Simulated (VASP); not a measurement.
Input of a VASP 6.6.1 run:

Contents of INCAR:

```
SYSTEM = W
PREC     = Accurate       ! precision mode
ENCUT    = 520            ! plane-wave cutoff, eV
EDIFF    = 1E-8           ! SCF threshold, eV
ISMEAR   = -1             ! smearing method
SIGMA    = 0.05           ! smearing width, eV
LREAL    = .FALSE.        ! projectors in reciprocal space
LASPH    = .TRUE.         ! aspherical terms in the spheres
NELM     = 60             ! most SCF steps
ALGO     = Normal         ! electronic algorithm
ISIF     = 2              ! what is computed and relaxed
LWAVE    = .FALSE.        ! write WAVECAR
LCHARG   = .FALSE.        ! write CHGCAR
GGA      = CA             ! functional
LEFG     = .TRUE.       
NBANDS   = 13             ! bands
```

KPOINTS

```
Automatic mesh
0
G
  14 14 14
  0 0 0
```

POSCAR

```
W
1.0
    0.0000000000      2.0300000000      2.0300000000
    2.0300000000      0.0000000000      2.0300000000
    2.0300000000      2.0300000000      0.0000000000
W
1
Direct
    0.0000000000      0.0000000000      0.0000000000
```

Potentials or basis: VASP PAW LDA potentials, release 64 (W_sv).

Launch:

```sh
$ cat potpaw_LDA.64/W_sv/POTCAR > POTCAR
$ mpirun -np 1 vasp_std > vasp.out
```

Q: Estimate the pressure.

A: -16.4 GPa.

Q: Estimate the band gap on the k mesh.

A: Zero (band 7 reaches 13.17 eV, above the bottom of band 8 at 9.52 eV).

Caveat: without QUAD_EFG the Cq values of the log hold for a quadrupole moment of 1 mb, not for the nuclei; spin-orbit coupling is left out, which moves the levels of the heavy elements.
